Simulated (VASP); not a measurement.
**MoS2: single point with PBE+D3(BJ)**

MoS2:

```xyz
6
Lattice="3.2438 0.0000 0.0000 -1.6219 2.8092 0.0000 0.0000 0.0000 12.4535" Properties=species:S:1:pos:R:3 pbc="T T T"
Mo    0.0000    1.8728    3.1134
Mo    1.6219    0.9364    9.3401
S     0.0000    1.8728    7.7273
S     1.6219    0.9364    1.5005
S     0.0000    1.8728   10.9530
S     1.6219    0.9364    4.7262
```

This cell differs from its parent crystal: strain +0.030 along x and y, +0.030 along z.

| Item | Value |
| --- | --- |
| Program | VASP 6.6.1 |
| Task | single point |
| Functional | PBE |
| Dispersion | D3(BJ) |
| Potentials or basis | VASP PAW PBE potentials, release 64 (Mo_sv, S) |
| Cutoff | 520 eV |
| k mesh | 12 × 12 × 4 |
| Occupations | gaussian, width 0.05 eV |
| Spin | no spin polarisation |
| Dipole correction | no |
| Further INCAR settings | ALGO = Normal; EDIFF = 1e-06; NBANDS = 35 |

```yaml
Pressure: -11.4 GPa
Largest_force: 1.262 eV/Å
Band_gap_on_the_k_mesh: 0.87 eV (least direct gap 1.51 eV)
Dispersion_energy_per_atom: -0.399 eV
```

Forces on the atoms (eV/Å):
```
Mo   0.000  0.000  0.000
Mo   0.000  0.000  0.000
S    0.000  0.000  1.262
S    0.000  0.000  1.262
S    0.000  0.000 -1.262
S    0.000  0.000 -1.262
```

Stress tensor (GPa, compression positive):
```
-10.96   0.00   0.00
  0.00 -10.96   0.00
  0.00   0.00 -12.43
```

Levels at points of the mesh, in eV from the valence-band top:
```tsv
k point	band 24	band 25	band 26	band 27	band 28	band 29
(0.00, 0.00, 0.00)	-1.03	-0.98	0.00	1.98	1.98	2.02
(0.50, 0.00, 0.00)	-1.40	-1.25	-1.11	1.50	1.54	1.85
(0.00, 0.00, 0.50)	-1.92	-0.21	-0.21	1.98	1.98	1.98
(0.50, 0.00, 0.50)	-1.51	-1.17	-1.17	1.52	1.52	1.98
```

It took 91 s on 1 thread of Intel(R) Xeon(R) 6975P-C (Granite Rapids), with other jobs on the host, peak memory 0.35 GiB.

Caveat: the cell differs from its parent crystal (strain +0.030 along x and y, +0.030 along z); the cell stands under tension; forces of over 1 eV/Å act on the atoms, so gaps and moduli don't describe the material at rest. A k mesh can miss the band edges.
